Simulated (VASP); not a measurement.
# Ag (Pmmn) in VASP: relaxation of cell and atoms with PBE

Aim: the relaxation of cell and atoms of Ag with PBE.

Program: VASP 6.6.1. These are calculated values, not measurements. Logs are shortened: lines on timing, memory, paths and dates and some standing lists are left out, and cuts for length are marked.

## (1) The cell of the first run

It takes space group Pmmn (No. 59, orthorhombic). Conventional cell: a = 2.933 Å, b = 4.083 Å, c = 2.886 Å, α = 90.00°, β = 90.00°, γ = 90.00°. Within 3.6 Å of Ag (site symmetry mm2) lie 12 Ag at 2.72 to 3.12 Å.

## (2) Relaxation of cell and atoms, PBE

File INCAR:

```
SYSTEM = Ag
PREC = Accurate ; ENCUT = 630
EDIFF = 1E-7 ; ISMEAR = 0
SIGMA = 0.1 ; LREAL = .FALSE.
LASPH = .TRUE. ; NELM = 120
ALGO = Normal ; ISIF = 3
LWAVE = .FALSE. ; LCHARG = .FALSE.
GGA = PE ; IBRION = 2
NSW = 90 ; EDIFFG = -0.04
GGA_COMPAT = .FALSE. ; NELMIN = 4
```

File KPOINTS:

```
regular mesh
0
G
  6 4 6
  0 0 0
```

File POSCAR:

```
Ag
1.0
    2.9334733900      0.0000000000      0.0000000000
    0.0000000000      4.0825593000      0.0000000000
    0.0000000000      0.0000000000      2.8863757400
Ag
2
Direct
    0.0000000000      0.0000000000      0.8189128100
    0.5000000000      0.5000000000      0.1810871900
```

Potentials or basis: VASP PAW PBE potentials, release 64 (Ag_sv_GW).

On the command line:

```sh
> cat potpaw_PBE.64/Ag_sv_GW/POTCAR > POTCAR
> mpirun -np 1 vasp_std > vasp.out
```

OUTCAR:

```text
SYSTEM = Ag
   PREC = Accurate
   ENCUT = 630
   EDIFF = 1E-7
   ISMEAR = 0
   LREAL = .FALSE.
   LASPH = .TRUE.
   NELM = 120
   ISIF = 3
   GGA = PE
   IBRION = 2
   NSW = 90
   EDIFFG = -0.04
   NELMIN = 4

 ion  position               nearest neighbor table
   1  0.000  0.000  0.819-
   2  0.500  0.500  0.181-

  LATTYP: Found a simple orthorhombic cell.
 ALAT       =     2.8863757400
 B/A-ratio  =     1.0163172276
 C/A-ratio  =     1.4144240625

  Lattice vectors:

 A1 = (   0.0000000000,   0.0000000000,   2.8863757400)
 A2 = (   2.9334733900,   0.0000000000,   0.0000000000)
 A3 = (   0.0000000000,   4.0825593000,   0.0000000000)

Analysis of symmetry for initial positions (statically):
=====================================================================
 Subroutine PRICEL returns:
 Original cell was already a primitive cell.

 Routine SETGRP: Setting up the symmetry group for a
 simple orthorhombic supercell.

 Subroutine GETGRP returns: Found  8 space group operations
 (whereof  4 operations were pure point group operations)
 out of a pool of  8 trial point group operations.

The static configuration has the point symmetry C_2v.
 The point group associated with its full space group is D_2h.

Analysis of symmetry for dynamics (positions and initial velocities):
=====================================================================
 Subroutine PRICEL returns:
 Original cell was already a primitive cell.

 Routine SETGRP: Setting up the symmetry group for a
 simple orthorhombic supercell.

 Subroutine GETGRP returns: Found  8 space group operations
 (whereof  4 operations were pure point group operations)
 out of a pool of  8 trial point group operations.

The dynamic configuration has the point symmetry C_2v.
 The point group associated with its full space group is D_2h.

 Subroutine INISYM returns: Found  8 space group operations
 (whereof  4 operations are pure point group operations),
 and found     1 'primitive' translations

----------------------------------------------------------------------------------------

                                     Primitive cell

  volume of cell :      34.5675

  direct lattice vectors                    reciprocal lattice vectors
     2.933473390  0.000000000  0.000000000     0.340892814  0.000000000  0.000000000
     0.000000000  4.082559300  0.000000000     0.000000000  0.244944391  0.000000000
     0.000000000  0.000000000  2.886375740     0.000000000  0.000000000  0.346455240

  length of vectors
     2.933473390  4.082559300  2.886375740     0.340892814  0.244944391  0.346455240

  position of ions in fractional coordinates (direct lattice)
     0.000000000  0.000000000  0.818912810
     0.500000000  0.500000000  0.181087190

  ion indices of the primitive-cell ions
   primitive index   ion index
                 1           1
                 2           2

----------------------------------------------------------------------------------------

 KPOINTS: regular mesh

Automatic generation of k-mesh.
 Grid dimensions read from file:
 generate k-points for:    6    4    6

 Generating k-lattice:

  Cartesian coordinates                     Fractional coordinates (reciprocal lattice)
     0.056815469  0.000000000  0.000000000     0.166666667  0.000000000  0.000000000
     0.000000000  0.061236098  0.000000000     0.000000000  0.250000000  0.000000000
     0.000000000  0.000000000  0.057742540     0.000000000  0.000000000  0.166666667

  Length of vectors
     0.056815469  0.061236098  0.057742540

  Shift w.r.t. Gamma in fractional coordinates (k-lattice)
     0.000000000  0.000000000  0.000000000

 Subroutine IBZKPT returns following result:
 ===========================================

 Found     48 irreducible k-points:

 Following reciprocal coordinates:
            Coordinates               Weight
  0.000000  0.000000  0.000000      1.000000
  0.166667  0.000000  0.000000      2.000000
  0.333333  0.000000  0.000000      2.000000
  0.500000  0.000000  0.000000      1.000000
  0.000000  0.250000  0.000000      2.000000
  0.166667  0.250000  0.000000      4.000000
[... 16 lines left out ...]
  0.333333  0.500000  0.166667      4.000000
  0.500000  0.500000  0.166667      2.000000
 [... further k-points ...]
   k-points           NKPTS =     48   k-points in BZ     NKDIM =     48   number of bands    NBANDS=     23
   number of dos      NEDOS =    301   number of ions     NIONS =      2
   total plane-waves  NPLWV =  20736
   dimension x,y,z NGX =    24 NGY =   36 NGZ =   24
   dimension x,y,z NGXF=    48 NGYF=   72 NGZF=   48
   ions per type =               2
   NGX,Y,Z   is equivalent  to a cutoff of  13.60, 14.66, 13.82 a.u.
   NGXF,Y,Z  is equivalent  to a cutoff of  27.20, 29.32, 27.65 a.u.
 SYSTEM =  Ag
   PREC   = accura    normal or accurate (medium, high low for compatibility)
   ISTART =      0    job   : 0-new  1-cont  2-samecut
   ICHARG =      2    charge: 1-file 2-atom 10-const
   ISPIN  =      1    spin polarized calculation?
   LNONCOLLINEAR =      F non collinear calculations
   LSORBIT =      F    spin-orbit coupling
   LASPH  =      T    aspherical Exc in radial PAW
   ENCUT  =  630.0 eV  46.30 Ry    6.80 a.u.   6.00  8.36  5.91*2*pi/ulx,y,z
   NELM   =    120;   NELMIN=  4; NELMDL= -5     # of ELM steps
   EDIFF  = 0.1E-06   stopping-criterion for ELM
   LREAL  =      F    real-space projection
   EDIFFG = -.4E-01   stopping-criterion for IOM
   NSW    =     90    number of steps for IOM
   IBRION =      2    ionic relax: 0-MD 1-quasi-New 2-CG
   NFREE  =      1    steps in history (QN), initial steepest desc. (CG)
   ISIF   =      3    stress and relaxation
   ISYM   =      2    0-nonsym 1-usesym 2-fastsym
   POTIM  = 0.5000    time-step for ionic-motion
   TEBEG  =    0.0;   TEEND  =   0.0 temperature during run
   PSTRESS=    0.0 pullay stress
   NELECT =      38.0000    total number of electrons
   NUPDOWN=      -1.0000    fix difference up-down
   EMIN   =  10.00;   EMAX   =-10.00  energy-range for DOS
   EFERMI =   0.00;   METHOD = LEGACY
   ISMEAR =     0;   SIGMA  =   0.10  broadening in eV -4-tet -1-fermi 0-gaus
   EFERMI_NEDOS =   21; number of points for ismear=-14 and -15
   IALGO  =     38    algorithm
   IMIX   =      4    mixing-type and parameters
     AMIX     =   0.40;   BMIX     =  1.00
     AMIX_MAG =   1.60;   BMIX_MAG =  1.00
  volume/ion in A,a.u.               =      17.28       116.64
  Fermi-wavevector in a.u.,A,eV,Ry     =   1.689586  3.192854 38.840543  2.854699
  Thomas-Fermi vector in A             =   2.771686
   LORBIT       =      0    0 simple, 1 ext, 2 COOP (PROOUT), +10 PAW based schemes
   GGA     = PE    functional components
   LHFCALC =     F    Hartree Fock is set to
   AEXX    =    0.0000 exact exchange contribution
   IVDW    =     0    specifies the selected vdW correction
   LEPSILON=     F    determine dielectric tensor
   LRPA    =     F    only Hartree local field effects (RPA)
 conjugate gradient relaxation of ions
 non-spin polarized calculation
 Gauss-broadening in eV      SIGMA  =   0.10
  energy-cutoff  :      630.00
  volume of cell :       34.57
 maximum number of plane-waves:      1260
   NGX = 13   NGY = 17   NGZ = 11

--------------------------------------- Ionic step        1  -------------------------------------------

 number of electron      38.0000018 magnetization

 Free energy of the ion-electron system (eV)
  ---------------------------------------------------
  ext. energy  EPLUGINS =         0.00000000
  ---------------------------------------------------
  free energy    TOTEN  =        -1.08674934 eV

  energy without entropy =       -1.08212369  energy(sigma->0) =       -1.08443651

------------------------ aborting loop because EDIFF is reached ----------------------------------------

  FORCE on cell =-STRESS in cart. coord.  units (eV):
  Direction    XX          YY          ZZ          XY          YZ          ZX
  --------------------------------------------------------------------------------------
  -------------------------------------------------------------------------------------
  Total        1.4177458      2.1270670      0.5736254      0.0000000      0.0000000      0.0000000
  in kB       65.7115096     98.5880417     26.5871278      0.0000000      0.0000000      0.0000000
  external PRESSURE =      63.6288930 kB  Pullay stress =       0.0000000 kB
[... 89 lines left out ...]
  FREE ENERGIE OF THE ION-ELECTRON SYSTEM (eV)
  ---------------------------------------------------
  free  energy   TOTEN  =        -1.1728698082 eV

  energy  without entropy=       -1.1673392101  energy(sigma->0) =       -1.17010451

[... ionic steps 4 to 11 ...]

--------------------------------------- Ionic step       12  -------------------------------------------

 number of electron      37.9999994 magnetization

------------------------ aborting loop because EDIFF is reached ----------------------------------------

  FORCE on cell =-STRESS in cart. coord.  units (eV):
  Direction    XX          YY          ZZ          XY          YZ          ZX
  --------------------------------------------------------------------------------------
  -------------------------------------------------------------------------------------
  Total       -0.0304630     -0.1006974     -0.0673541      0.0000000      0.0000000      0.0000000
  in kB       -1.3732235     -4.5392789     -3.0362141      0.0000000      0.0000000      0.0000000
  external PRESSURE =      -2.9829055 kB  Pullay stress =       0.0000000 kB
[... 57 lines left out ...]
  energy  without entropy=       -1.2796321629  energy(sigma->0) =       -1.28044072

--------------------------------------- Ionic step       14  -------------------------------------------

 number of electron      37.9999991 magnetization

 Free energy of the ion-electron system (eV)
  ---------------------------------------------------
  ext. energy  EPLUGINS =         0.00000000
  ---------------------------------------------------
  free energy    TOTEN  =        -1.28144471 eV

  energy without entropy =       -1.27975848  energy(sigma->0) =       -1.28060160

 E-fermi :   6.7399     XC(G=0): -12.2919

 val. band max:        6.5375182490   @ k =   0.0000   0.2500   0.1667
 cond. band min:       6.8117623736   @ k =   0.1667   0.0000   0.5000
 fundamental gap:      0.2742441246
 Fermi energy:         6.7399394463

 k-point     1 :       0.0000    0.0000    0.0000
  band No.  band energies     occupation
      1     -85.1199      2.00000
      2     -85.1036      2.00000
      3     -48.6312      2.00000
      4     -48.5614      2.00000
      5     -48.5614      2.00000
      6     -48.5169      2.00000
[... 613 lines left out ...]
     22      10.3532      0.00000
     23      21.1416      0.00000

 [... further k-points ...]
[... 5 lines left out ...]
  --------------------------------------------------------------------------------------
  -------------------------------------------------------------------------------------
  Total        0.0478310      0.0753002      0.0305412      0.0000000      0.0000000      0.0000000
  in kB        2.1672559      3.4119001      1.3838398      0.0000000      0.0000000      0.0000000
  external PRESSURE =       2.3209986 kB  Pullay stress =       0.0000000 kB
[... 17 lines left out ...]
  FREE ENERGIE OF THE ION-ELECTRON SYSTEM (eV)
  ---------------------------------------------------
  free  energy   TOTEN  =        -1.2814447142 eV

  energy  without entropy=       -1.2797584765  energy(sigma->0) =       -1.28060160

 reached required accuracy - stopping structural energy minimisation
```

Run time: 6.7 min. Hardware: 1 thread of Intel Xeon Platinum 8259CL at 2.50GHz (Skylake/Cascade Lake), shared host; peak memory 0.2 GiB.

Results:

```
Free energy                           : -1.2814 eV
Relaxed volume                        : 17.68 Å³/atom
Relaxed cell                          : a = 2.869 Å, b = 4.295 Å, c = 2.869 Å, α = 90.00°, β = 90.00°, γ = 90.00°
Space group after relaxing (to 0.1 Å) : I4/mmm (No. 139)
Energy gained by relaxing             : 97.3 meV/atom
Ionic steps                           : 14
Pressure after relaxing               : 0.2 GPa
Largest force after relaxing          : 0.023 eV/Å
Band gap on the k mesh                : zero (bands 19 and 20 overlap by 9.07 eV)
```

Forces in eV/Å, atoms in the order of the input:
```
Ag   0.000  0.000  0.023
Ag   0.000  0.000 -0.023
```

Stress tensor (GPa, compression positive):
```
0.22 0.00 0.00
0.00 0.34 0.00
0.00 0.00 0.14
```

Step by step:
| step | energy change (eV) | largest force (eV/Å) | pressure (GPa) | volume (Å³) |
| --- | --- | --- | --- | --- |
| 1 | 0.0000 | 0.9107 | 6.36 | 34.57 |
| 2 | -0.0789 | 0.3796 | -4.52 | 38.10 |
| 3 | -0.0861 | 0.4796 | -2.42 | 37.21 |
| 4 | -0.1301 | 0.3672 | -1.47 | 36.51 |
| 5 | -0.1640 | 0.1906 | 1.41 | 35.19 |
| 6 | -0.1823 | 0.0802 | -0.23 | 35.61 |
| 7 | -0.1860 | 0.0318 | -0.97 | 35.82 |
| 8 | -0.1799 | 0.0862 | -2.08 | 36.24 |
| 9 | -0.1866 | 0.0055 | -1.23 | 35.91 |
| 10 | -0.1914 | 0.0589 | 1.25 | 35.03 |
| 11 | -0.1931 | 0.0332 | 0.33 | 35.33 |
| 12 | -0.1945 | 0.0319 | -0.30 | 35.54 |
| 13 | -0.1945 | 0.0297 | -0.29 | 35.55 |
| 14 | -0.1947 | 0.0228 | 0.23 | 35.36 |

Final structure:
```
Ag
1.0
     2.86934    0.00000    0.00000
     0.00000    4.29526    0.00000
     0.00000    0.00000    2.86906
Ag
2
Cartesian
  0.0000 0.0000 2.1451
  1.4347 2.1476 0.7240
```

Caveat: the k points lie up to 0.37 Å⁻¹ apart in the final cell, too coarse for converged energies and pressures of a metal.

The gap in the log of VASP goes by the Fermi energy; the results here count the filled bands.